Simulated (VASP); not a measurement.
Set up this calculation in VASP 6.6.1, as the native input.

- Task: single point
- Functional: r2SCAN
- Potentials or basis: VASP PAW PBE potentials, release 64 (Nb_sv, As)
- Cutoff: 520 eV
- k mesh: 9 × 9 × 9
- Occupations: fermi-dirac, width 0.1 eV
- Spin: no spin polarisation
- Dipole correction: no
- Further INCAR settings: ALGO = Normal; EDIFF = 1e-06; NBANDS = 26

NbAs:

```
Nb As
1.0
    -1.72842    1.72842    5.88645
     1.72842   -1.72842    5.88645
     1.72842    1.72842   -5.88645
Nb As
2 2
Direct
  0.99915 0.99915 0.00000
  0.74915 0.24915 0.50000
  0.41685 0.41685 0.00000
  0.16685 0.66685 0.50000
```

The input as run:

POSCAR

```
NbAs
1.0
   -1.7284174900      1.7284174900      5.8864512274
    1.7284174900     -1.7284174900      5.8864512274
    1.7284174900      1.7284174900     -5.8864512274
Nb As
2 2
Direct
   -0.0008483372     -0.0008483372      0.0000000000
    0.7491516628      0.2491516628      0.5000000000
    0.4168483372      0.4168483372      0.0000000000
    0.1668483372      0.6668483372      0.5000000000
```

INCAR.step1

```
SYSTEM = NbAs
PREC     = Accurate       ! precision mode
ENCUT    = 520            ! plane-wave cutoff, eV
ISMEAR   = -1             ! smearing method
SIGMA    = 0.1            ! smearing width, eV
LREAL    = .FALSE.        ! projectors in reciprocal space
LASPH    = .TRUE.         ! aspherical terms in the spheres
NELM     = 100            ! most SCF steps
NBANDS   = 26             ! bands
GGA      = PE             ! functional
ALGO     = Normal         ! electronic algorithm
EDIFF    = 1E-4           ! SCF threshold, eV
LWAVE    = .TRUE.         ! write WAVECAR
LCHARG   = .FALSE.        ! write CHGCAR
```

INCAR.step2

```
SYSTEM = NbAs
PREC     = Accurate       ! precision mode
ENCUT    = 520            ! plane-wave cutoff, eV
EDIFF    = 1E-6           ! SCF threshold, eV
ISMEAR   = -1             ! smearing method
SIGMA    = 0.1            ! smearing width, eV
LREAL    = .FALSE.        ! projectors in reciprocal space
LASPH    = .TRUE.         ! aspherical terms in the spheres
NELM     = 100            ! most SCF steps
ALGO     = Normal         ! electronic algorithm
ISIF     = 2              ! what is computed and relaxed
LWAVE    = .FALSE.        ! write WAVECAR
LCHARG   = .FALSE.        ! write CHGCAR
METAGGA  = R2SCAN         ! meta-GGA
LMIXTAU  = .TRUE.       
NBANDS   = 26             ! bands
ISTART   = 1
```

KPOINTS

```
Automatic mesh
0
G
  9 9 9
  0 0 0
```

Potentials or basis: VASP PAW PBE potentials, release 64 (Nb_sv, As).

The run is started by

```console
$ cat potpaw_PBE.64/Nb_sv/POTCAR potpaw_PBE.64/As/POTCAR > POTCAR
$ cp INCAR.step1 INCAR
$ mpirun -np 1 vasp_std > vasp.out
$ cp INCAR.step2 INCAR
$ mpirun -np 1 vasp_std > vasp.out
```

It gave:

| Quantity | Value |
| --- | --- |
| Pressure | 0.0 GPa |
| Band gap on the k mesh | zero (bands 18 and 19 overlap by 0.09 eV) |

Caveat: the PAW data sets were made with another functional, which shifts forces and pressure a little.

It took 30 min on 1 thread of Intel Xeon 8259CL, on a shared host, peak memory 0.43 GiB.
